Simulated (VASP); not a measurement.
A run of VASP 6.6.1 is set up as follows.

The input INCAR:

```
PREC = Accurate
ENCUT = 520
EDIFF = 1E-6
ISMEAR = -1
SIGMA = 0.1
LREAL = False
LASPH = True
NELM = 80
ALGO = Normal
ISIF = 2
LWAVE = False
LCHARG = False
GGA = PS
NBANDS = 12
```

Contents of KPOINTS:

```
regular mesh
0
Gamma
  13 13 13
```

File POSCAR:

```
Y
1.0
    0.0000000000      2.4923694166      2.4923694166
    2.4923694166      0.0000000000      2.4923694166
    2.4923694166      2.4923694166      0.0000000000
Y
1
Direct
    0.0000000000      0.0000000000      0.0000000000
```

Potentials or basis: VASP PAW PBE potentials, release 64 (Y_sv).

Launch:

```sh
$ cat potpaw_PBE.64/Y_sv/POTCAR > POTCAR
$ mpirun -np 1 vasp_std > vasp.out
```

Problem. Predict the pressure.

Solution. -0.2 GPa.

Caveat: the PAW data sets were made with another functional, which shifts forces and pressure a little.
